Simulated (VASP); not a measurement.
# Sc4Mo in VASP: notebook

Runs on Sc4Mo. Level: PBE. Tasks: single point.

Everything below comes from runs of VASP 6.6.1. Logs are shortened: lines on timing, memory, paths and dates and some standing lists are left out, and cuts for length are marked.

## Step 1: The cell of the first run

It takes space group Pm-3m (No. 221, cubic). Conventional cell: a = 5.045 Å, b = 5.045 Å, c = 5.045 Å, α = 90.00°, β = 90.00°, γ = 90.00°. Within 3.3 Å of Sc (site symmetry 4/mmm) lie 2 Mo at 2.52 Å. Sc (site symmetry m-3m) has 12 Sc at 3.57 Å and 8 Mo at 4.37 Å within 4.7 Å. Within 3.3 Å of Mo (site symmetry m-3m) lie 6 Sc at 2.52 Å.

The cell was built from a structure type or drawn by symmetry, and may not be a known phase.

## Step 2: Single point, PBE

INCAR

```
SYSTEM = Sc4Mo
  PREC = Accurate
  ENCUT = 520
  EDIFF = 1E-6
  ISMEAR = 0
  SIGMA = 0.1
  LREAL = .False.
  LASPH = .True.
  NELM = 80
  ALGO = Fast
  ISIF = 2
  LWAVE = .False.
  LCHARG = .True.
  GGA = PE
  LELF = .True.
  LVHAR = .True.
  NBANDS = 37
```

KPOINTS

```
Automatic mesh
0
Gamma
  8 8 8
  0 0 0
```

POSCAR

```
Sc4Mo
1.0
    5.0451292861      0.0000000000      0.0000000000
    0.0000000000      5.0451292861      0.0000000000
    0.0000000000      0.0000000000      5.0451292861
Sc Mo
4 1
Direct
    0.5000000000      0.0000000000      0.0000000000
    0.0000000000      0.5000000000      0.0000000000
    0.0000000000      0.0000000000      0.5000000000
    0.5000000000      0.5000000000      0.5000000000
    0.0000000000      0.0000000000      0.0000000000
```

Potentials or basis: VASP PAW PBE potentials, release 64 (Sc_sv, Mo_sv).

Run with:

```console
> cat potpaw_PBE.64/Sc_sv/POTCAR potpaw_PBE.64/Mo_sv/POTCAR > POTCAR
> mpirun -np 1 vasp_std > vasp.out
```

OUTCAR:

```text
SYSTEM = Sc4Mo
   PREC = Accurate
   ENCUT = 520
   EDIFF = 1E-6
   ISMEAR = 0
   LREAL = .False.
   LASPH = .True.
   NELM = 80
   ISIF = 2
   GGA = PE

 ion  position               nearest neighbor table
   1  0.500  0.000  0.000-   5 2.52   5 2.52
   2  0.000  0.500  0.000-   5 2.52   5 2.52
   3  0.000  0.000  0.500-   5 2.52   5 2.52
   4  0.500  0.500  0.500-
   5  0.000  0.000  0.000-   1 2.52   2 2.52   3 2.52   3 2.52   2 2.52   1 2.52

  LATTYP: Found a simple cubic cell.
 ALAT       =     5.0451292861

  Lattice vectors:

 A1 = (   5.0451292861,   0.0000000000,   0.0000000000)
 A2 = (   0.0000000000,   5.0451292861,   0.0000000000)
 A3 = (   0.0000000000,   0.0000000000,   5.0451292861)

Analysis of symmetry for initial positions (statically):
=====================================================================
 Subroutine PRICEL returns:
 Original cell was already a primitive cell.

 Routine SETGRP: Setting up the symmetry group for a
 simple cubic supercell.

 Subroutine GETGRP returns: Found 48 space group operations
 (whereof 48 operations were pure point group operations)
 out of a pool of 48 trial point group operations.

The static configuration has the point symmetry O_h .

Analysis of symmetry for dynamics (positions and initial velocities):
=====================================================================
 Subroutine PRICEL returns:
 Original cell was already a primitive cell.

 Routine SETGRP: Setting up the symmetry group for a
 simple cubic supercell.

 Subroutine GETGRP returns: Found 48 space group operations
 (whereof 48 operations were pure point group operations)
 out of a pool of 48 trial point group operations.

The dynamic configuration has the point symmetry O_h .

 Subroutine INISYM returns: Found 48 space group operations
 (whereof 48 operations are pure point group operations),
 and found     1 'primitive' translations

----------------------------------------------------------------------------------------

                                     Primitive cell

  volume of cell :     128.4153

  direct lattice vectors                    reciprocal lattice vectors
     5.045129286  0.000000000  0.000000000     0.198210976  0.000000000  0.000000000
     0.000000000  5.045129286  0.000000000     0.000000000  0.198210976  0.000000000
     0.000000000  0.000000000  5.045129286     0.000000000  0.000000000  0.198210976

  length of vectors
     5.045129286  5.045129286  5.045129286     0.198210976  0.198210976  0.198210976

  position of ions in fractional coordinates (direct lattice)
     0.500000000  0.000000000  0.000000000
     0.000000000  0.500000000  0.000000000
     0.000000000  0.000000000  0.500000000
     0.500000000  0.500000000  0.500000000
     0.000000000  0.000000000  0.000000000

  ion indices of the primitive-cell ions
   primitive index   ion index
                 1           1
                 2           2
                 3           3
                 4           4
                 5           5

----------------------------------------------------------------------------------------

 KPOINTS: Automatic mesh

Automatic generation of k-mesh.
 Grid dimensions read from file:
 generate k-points for:    8    8    8

 Generating k-lattice:

  Cartesian coordinates                     Fractional coordinates (reciprocal lattice)
     0.024776372  0.000000000  0.000000000     0.125000000  0.000000000  0.000000000
     0.000000000  0.024776372  0.000000000     0.000000000  0.125000000  0.000000000
     0.000000000  0.000000000  0.024776372     0.000000000  0.000000000  0.125000000

  Length of vectors
     0.024776372  0.024776372  0.024776372

  Shift w.r.t. Gamma in fractional coordinates (k-lattice)
     0.000000000  0.000000000  0.000000000

 Subroutine IBZKPT returns following result:
 ===========================================

 Found     35 irreducible k-points:

 Following reciprocal coordinates:
            Coordinates               Weight
  0.000000  0.000000  0.000000      1.000000
  0.125000  0.000000  0.000000      6.000000
  0.250000  0.000000  0.000000      6.000000
  0.375000  0.000000  0.000000      6.000000
  0.500000  0.000000  0.000000      3.000000
  0.125000  0.125000  0.000000     12.000000
[... 16 lines left out ...]
  0.375000  0.375000  0.125000     24.000000
  0.500000  0.375000  0.125000     24.000000
 [... further k-points ...]
   k-points           NKPTS =     35   k-points in BZ     NKDIM =     35   number of bands    NBANDS=     37
   number of dos      NEDOS =    301   number of ions     NIONS =      5
   total plane-waves  NPLWV =  64000
   dimension x,y,z NGX =    40 NGY =   40 NGZ =   40
   dimension x,y,z NGXF=    80 NGYF=   80 NGZF=   80
   ions per type =               4   1
   NGX,Y,Z   is equivalent  to a cutoff of  13.18, 13.18, 13.18 a.u.
   NGXF,Y,Z  is equivalent  to a cutoff of  26.36, 26.36, 26.36 a.u.
 SYSTEM =  Sc4Mo
[... 33 lines left out ...]
   LORBIT       =      0    0 simple, 1 ext, 2 COOP (PROOUT), +10 PAW based schemes
   GGA     = PE    functional components
   LHFCALC =     F    Hartree Fock is set to
   AEXX    =    0.0000 exact exchange contribution
   IVDW    =     0    specifies the selected vdW correction
   LEPSILON=     F    determine dielectric tensor
   LRPA    =     F    only Hartree local field effects (RPA)
 non-spin polarized calculation
 RMM-DIIS sequential band-by-band and
 Gauss-broadening in eV      SIGMA  =   0.10
  energy-cutoff  :      520.00
  volume of cell :      128.42
 maximum number of plane-waves:      3483
 NGX is ok and might be reduce to    40

 number of electron      58.0000033 magnetization

 Free energy of the ion-electron system (eV)
  ---------------------------------------------------
  ext. energy  EPLUGINS =         0.00000000
  ---------------------------------------------------
  free energy    TOTEN  =       -33.86212058 eV

  energy without entropy =      -33.82693346  energy(sigma->0) =      -33.84452702

 E-fermi :   4.0334     XC(G=0):  -9.7248

 val. band max:        4.0304222396   @ k =   0.5000   0.2500   0.2500
 cond. band min:       4.0347430134   @ k =   0.5000   0.3750   0.1250
 fundamental gap:      0.0043207738
 Fermi energy:         4.0334015796

 k-point     1 :       0.0000    0.0000    0.0000
  band No.  band energies     occupation
      1     -55.6740      2.00000
      2     -46.5586      2.00000
      3     -45.2194      2.00000
      4     -45.2091      2.00000
      5     -45.2091      2.00000
      6     -30.0364      2.00000
[... 29 lines left out ...]
     36       6.4203      0.00000
     37       7.5425      0.00000

 k-point     2 :       0.1250    0.0000    0.0000
  band No.  band energies     occupation
      1     -55.6739      2.00000
      2     -46.5586      2.00000
      3     -45.2194      2.00000
      4     -45.2102      2.00000
      5     -45.2091      2.00000
      6     -30.0362      2.00000
[... 29 lines left out ...]
     36       6.3711      0.00000
     37       6.5470      0.00000

 k-point     3 :       0.2500    0.0000    0.0000
  band No.  band energies     occupation
      1     -55.6735      2.00000
      2     -46.5586      2.00000
      3     -45.2195      2.00000
      4     -45.2127      2.00000
      5     -45.2091      2.00000
      6     -30.0358      2.00000
[... 29 lines left out ...]
     36       6.1619      0.00000
     37       6.6964      0.00000

 k-point     4 :       0.3750    0.0000    0.0000
  band No.  band energies     occupation
      1     -55.6732      2.00000
      2     -46.5586      2.00000
      3     -45.2197      2.00000
      4     -45.2151      2.00000
      5     -45.2091      2.00000
      6     -30.0353      2.00000
[... 29 lines left out ...]
     36       5.9278      0.00000
     37       6.2961      0.00000
[... 683 lines left out ...]
      1     -55.6725      2.00000
      2     -46.5585      2.00000
      3     -45.2198      2.00000
      4     -45.2175      2.00000
      5     -45.2123      2.00000
      6     -30.0195      2.00000
[... 29 lines left out ...]
     36       5.5342      0.00000
     37       5.8801      0.00000

 k-point    23 :       0.3750    0.3750    0.1250
  band No.  band energies     occupation
      1     -55.6723      2.00000
      2     -46.5585      2.00000
      3     -45.2197      2.00000
      4     -45.2182      2.00000
      5     -45.2131      2.00000
      6     -30.0193      2.00000
[... 29 lines left out ...]
     36       5.6150      0.00000
     37       6.0299      0.00000

 k-point    24 :       0.5000    0.3750    0.1250
  band No.  band energies     occupation
      1     -55.6722      2.00000
      2     -46.5585      2.00000
      3     -45.2198      2.00000
      4     -45.2190      2.00000
      5     -45.2133      2.00000
      6     -30.0191      2.00000
[... 29 lines left out ...]
     36       5.4081      0.00000
     37       5.6514      0.00000

 [... further k-points ...]
[... 5 lines left out ...]
  --------------------------------------------------------------------------------------
  -------------------------------------------------------------------------------------
  Total        0.1223516      0.1223516      0.1223516      0.0000000      0.0000000     -0.0000000
  in kB        1.5265233      1.5265233      1.5265233      0.0000000      0.0000000     -0.0000000
  external PRESSURE =       1.5265233 kB  Pullay stress =       0.0000000 kB

 VOLUME and BASIS-vectors are now :
 -----------------------------------------------------------------------------
  energy-cutoff  :      520.00
  volume of cell :      128.42
      direct lattice vectors                 reciprocal lattice vectors
     5.045129286  0.000000000  0.000000000     0.198210976  0.000000000  0.000000000
     0.000000000  5.045129286  0.000000000     0.000000000  0.198210976  0.000000000
     0.000000000  0.000000000  5.045129286     0.000000000  0.000000000  0.198210976

 POSITION                                       TOTAL-FORCE (eV/Angst)
 -----------------------------------------------------------------------------------
      2.52256      0.00000      0.00000         0.000000      0.000000      0.000000
      0.00000      2.52256      0.00000         0.000000      0.000000      0.000000
      0.00000      0.00000      2.52256         0.000000      0.000000      0.000000
      2.52256      2.52256      2.52256         0.000000      0.000000      0.000000
      0.00000      0.00000      0.00000         0.000000      0.000000      0.000000
 -----------------------------------------------------------------------------------
    total drift:                               -0.000000      0.000000     -0.000000

  FREE ENERGIE OF THE ION-ELECTRON SYSTEM (eV)
  ---------------------------------------------------
  free  energy   TOTEN  =       -33.8621205787 eV

  energy  without entropy=      -33.8269334581  energy(sigma->0) =      -33.84452702
```

Wall time 2.6 min (1 thread of Intel Xeon 6975P-C (Granite Rapids), shared host); peak memory 0.33 GiB.

What came out:

| Quantity | Value |
| --- | --- |
| Free energy | -33.8621 eV |
| Pressure | 0.2 GPa |
| Band gap on the k mesh | zero (bands 29 and 30 overlap by 0.62 eV) |

## Step 3: Single point, PBE, collinear spin

This run uses another cell than the first one, of 25.32 Å³/atom.

INCAR

```
PREC = Accurate
ENCUT = 520
EDIFF = 1E-7
ISMEAR = 0
SIGMA = 0.1
LREAL = False
LASPH = True
NELM = 150
ALGO = Fast
ISIF = 2
LWAVE = False
LCHARG = False
ISPIN = 2
MAGMOM = 1 1 1 1 1
LORBIT = 11
LMAXMIX = 4
GGA = PE
NBANDS = 41
```

KPOINTS

```
Automatic mesh
0
Gamma
  4 4 4
```

Edit POSCAR of step 2 so:

```diff
@@ -2,5 +2,5 @@
 1.0
-    5.0451292861      0.0000000000      0.0000000000
-    0.0000000000      5.0451292861      0.0000000000
-    0.0000000000      0.0000000000      5.0451292861
+    5.0211096904      0.0000000000      0.0000000000
+    0.0000000000      5.0211096904      0.0000000000
+    0.0000000000      0.0000000000      5.0211096904
 Sc Mo
```

Potentials or basis: VASP PAW PBE potentials, release 64 (Sc_sv, Mo_sv).

Run with:

```console
> cat potpaw_PBE.64/Sc_sv/POTCAR potpaw_PBE.64/Mo_sv/POTCAR > POTCAR
> mpirun -np 1 vasp_std > vasp.out
```

It took 1.8 min on 1 thread of Intel Xeon 6975P-C (Granite Rapids), shared host; peak memory 0.32 GiB.

It converged, with:

```yaml
Free_energy: -33.9484 eV
Pressure: 0.4 GPa
Band_gap_on_the_k_mesh: zero (filled and empty bands overlap)
Net_moment: 0.00 μB per cell
Valence_electrons_inside_the_program's_atomic_spheres: Sc 9.55, 9.16 (each value once); Mo 13.01
```

Levels at points of the mesh, in eV from the Fermi level:
Spin up:
| k point | band 25 | band 26 | band 27 | band 28 | band 29 | band 30 | band 31 | band 32 | band 33 | band 34 |
| --- | --- | --- | --- | --- | --- | --- | --- | --- | --- | --- |
| (0.00, 0.00, 0.00) | -2.19 | -2.19 | -1.04 | -0.95 | -0.95 | 0.60 | 0.60 | 0.60 | 1.09 | 1.09 |
| (0.50, 0.00, 0.00) | -1.95 | -1.95 | -0.84 | -0.51 | -0.03 | -0.03 | 0.18 | 0.26 | 1.10 | 1.66 |
| (0.50, 0.50, 0.00) | -1.87 | -1.87 | -0.93 | 0.24 | 0.33 | 0.44 | 0.47 | 0.81 | 0.83 | 0.83 |
| (0.50, 0.50, 0.50) | -1.56 | -1.56 | -1.55 | -0.13 | 0.39 | 0.39 | 0.98 | 1.26 | 1.31 | 1.31 |
Spin down:
| k point | band 25 | band 26 | band 27 | band 28 | band 29 | band 30 | band 31 | band 32 | band 33 | band 34 |
| --- | --- | --- | --- | --- | --- | --- | --- | --- | --- | --- |
| (0.00, 0.00, 0.00) | -2.19 | -2.19 | -1.04 | -0.95 | -0.95 | 0.60 | 0.60 | 0.60 | 1.09 | 1.09 |
| (0.50, 0.00, 0.00) | -1.95 | -1.95 | -0.84 | -0.51 | -0.03 | -0.03 | 0.18 | 0.26 | 1.10 | 1.66 |
| (0.50, 0.50, 0.00) | -1.87 | -1.87 | -0.93 | 0.24 | 0.33 | 0.44 | 0.47 | 0.81 | 0.83 | 0.83 |
| (0.50, 0.50, 0.50) | -1.56 | -1.56 | -1.55 | -0.13 | 0.39 | 0.39 | 0.98 | 0.98 | 1.31 | 1.31 |

## Step 4: Single point, PBE

This run uses another cell than the first one: it holds 10 atoms, not 5.

INCAR

```
SYSTEM = Sc4Mo
  ALGO = Fast
  EDIFF = 1E-6
  ENCUT = 520
  GGA = PE
  ISIF = 2
  ISMEAR = 0
  LASPH = .True.
  LCHARG = .True.
  LELF = .True.
  LREAL = .False.
  LVHAR = .True.
  LWAVE = .False.
  NBANDS = 69
  NELM = 80
  PREC = Accurate
  SIGMA = 0.2
```

KPOINTS

```
k-points
0
Gamma
  4 4 2
  0 0 0
```

POSCAR

```
Sc4Mo
1.0
    0.0000000000      5.0451292861      0.0000000000
    0.0000000000      0.0000000000      5.0451292861
   10.0902585723      0.0000000000      0.0000000000
Sc Mo
8 2
Direct
    0.0000000000      0.0000000000      0.2500000000
    0.0000000000      0.0000000000      0.7500000000
    0.5000000000      0.0000000000      0.0000000000
    0.5000000000      0.0000000000      0.5000000000
    0.0000000000      0.5000000000      0.0000000000
    0.0000000000      0.5000000000      0.5000000000
    0.5000000000      0.5000000000      0.2500000000
    0.5000000000      0.5000000000      0.7500000000
    0.0000000000      0.0000000000      0.0000000000
    0.0000000000      0.0000000000      0.5000000000
```

Run with:

```console
> cat potpaw_PBE.64/Sc_sv/POTCAR potpaw_PBE.64/Mo_sv/POTCAR > POTCAR
> mpirun -np 1 vasp_std > vasp.out
```

Wall time 8.2 min (1 thread of Intel Xeon 6975P-C (Granite Rapids), shared host); peak memory 0.46 GiB.

It converged, with:

```
Free energy            : -67.9944 eV
Pressure               : -0.4 GPa
Band gap on the k mesh : zero (bands 58 and 59 overlap by 0.43 eV)
```

Levels at points of the mesh, in eV from the Fermi level:
| k point | band 56 | band 57 | band 58 | band 59 | band 60 | band 61 |
| --- | --- | --- | --- | --- | --- | --- |
| (0.00, 0.00, 0.00) | -0.81 | -0.48 | -0.01 | -0.01 | 0.18 | 0.28 |
| (0.50, 0.00, 0.00) | -0.01 | -0.01 | 0.18 | 0.24 | 0.28 | 0.35 |
| (0.50, 0.50, 0.00) | 0.24 | 0.35 | 0.39 | 0.39 | 0.46 | 0.50 |
| (0.00, 0.00, 0.50) | -0.73 | -0.70 | -0.70 | 0.37 | 0.37 | 0.37 |
| (0.50, 0.00, 0.50) | -0.44 | -0.16 | -0.16 | 0.10 | 0.10 | 0.35 |
| (0.50, 0.50, 0.50) | -0.52 | 0.10 | 0.10 | 0.30 | 0.30 | 0.74 |

## Step 5: Single point, PBE

This run uses another cell than the first one: it holds 10 atoms, not 5.

INCAR

```
PREC = Accurate
ENCUT = 520
EDIFF = 1E-6
ISMEAR = 0
SIGMA = 0.2
LREAL = F
LASPH = T
NELM = 60
ALGO = Fast
ISIF = 2
LWAVE = F
LCHARG = F
GGA = PE
NBANDS = 69
```

KPOINTS

```
regular mesh
0
Gamma
  4 4 2
```

POSCAR

```
Sc4Mo
1.0
   -0.0080624229      5.0283523332     -0.0099810516
   -0.0139319309     -0.0104267063      5.0231948858
   10.0420037568     -0.0166315649     -0.0274398206
Sc Mo
8 2
Direct
   -0.0003481155     -0.0008909528      0.2503035702
    0.0000809664      0.0005920993      0.7503035382
    0.5010888202      0.0008721946     -0.0002124484
    0.5000915471     -0.0011075013      0.4999812281
    0.0000221030      0.5021927822     -0.0000554556
   -0.0004127785      0.4987217790      0.4999136890
    0.4984763434      0.4978664665      0.2496405231
    0.4992193655      0.5003818775      0.7492175890
    0.0014778430      0.0026924977      0.0005885164
    0.0003039055     -0.0013212427      0.5003192502
```

Run with:

```console
> cat potpaw_PBE.64/Sc_sv/POTCAR potpaw_PBE.64/Mo_sv/POTCAR > POTCAR
> mpirun -np 1 vasp_std > vasp.out
```

Run time: 10 min. Hardware: 1 thread of Intel Xeon 6975P-C (Granite Rapids), shared host; peak memory 0.52 GiB.

Results (log left out):

| Item | Value |
| --- | --- |
| Free energy | -67.9933 eV |
| Pressure | 0.3 GPa |
| Largest force | 0.021 eV/Å |
| Band gap on the k mesh | zero (bands 58 and 59 overlap by 0.44 eV) |

Forces on the atoms (eV/Å):
```
Sc  -0.001  0.001  0.005
Sc  -0.001 -0.001 -0.003
Sc   0.004 -0.002 -0.001
Sc   0.000  0.001  0.002
Sc  -0.001  0.002 -0.007
Sc   0.002  0.001  0.005
Sc   0.005  0.009  0.012
Sc   0.008  0.005 -0.002
Mo  -0.014 -0.010 -0.012
Mo  -0.002 -0.006  0.000
```

Stress tensor (GPa, compression positive):
```
0.32 0.05 0.09
0.05 0.23 0.07
0.09 0.07 0.30
```

Levels at points of the mesh, in eV from the Fermi level:
```csv
k point,band 54,band 55,band 56,band 57,band 58,band 59,band 60,band 61,band 62,band 63
"(0.00, 0.00, 0.00)",-0.93,-0.93,-0.82,-0.49,-0.02,-0.01,0.19,0.28,0.61,0.62
"(0.50, 0.00, 0.00)",-0.83,-0.49,-0.02,-0.01,0.18,0.24,0.28,0.34,0.45,0.50
"(0.00, 0.50, 0.00)",-0.83,-0.49,-0.02,-0.01,0.19,0.25,0.28,0.34,0.45,0.50
"(0.50, 0.50, 0.00)",-0.91,-0.12,0.24,0.35,0.40,0.40,0.45,0.50,0.82,0.84
"(0.00, 0.00, 0.50)",-1.04,-0.75,-0.75,-0.71,-0.71,0.37,0.37,0.37,0.38,0.46
"(0.50, 0.00, 0.50)",-0.64,-0.45,-0.45,-0.18,-0.17,0.10,0.10,0.34,0.34,0.47
"(0.00, 0.50, 0.50)",-0.64,-0.44,-0.44,-0.17,-0.17,0.10,0.10,0.34,0.34,0.47
"(0.50, 0.50, 0.50)",-0.62,-0.54,-0.53,0.12,0.13,0.31,0.31,0.75,0.76,0.90
```

## Step 6: Overview

| spin | cell | k mesh | smearing | further INCAR settings | gap on the mesh (eV) | pressure (GPa) |
| --- | --- | --- | --- | --- | --- | --- |
| off | a = 5.045 Å, 5 atoms, atomic positions A | 8 × 8 × 8 | gaussian 0.1 eV | ALGO = Fast; EDIFF = 1e-06; NBANDS = 37 | none | 0.2 |
| collinear | a = 5.021 Å, 5 atoms, atomic positions A | 4 × 4 × 4 | gaussian 0.1 eV | ALGO = Fast; EDIFF = 1e-07; NBANDS = 41 | none | 0.4 |
| off | a = 5.045, b = 5.045, c = 10.090 Å, 10 atoms, atomic positions B | 4 × 4 × 2 | gaussian 0.2 eV | ALGO = Fast; EDIFF = 1e-06; NBANDS = 69 | none | -0.4 |
| off | a = 5.028, b = 5.023, c = 10.042 Å, angles 90.3, 90.2, 90.2°, 10 atoms, atomic positions C | 4 × 4 × 2 | gaussian 0.2 eV | ALGO = Fast; EDIFF = 1e-06; NBANDS = 69 | none | 0.3 |

Alike in all rows: task single point; level PBE; potentials or basis VASP PAW PBE potentials, release 64 (Sc_sv, Mo_sv); cutoff (eV) 520.

Absolute energies hang on the potentials; compare differences alone.
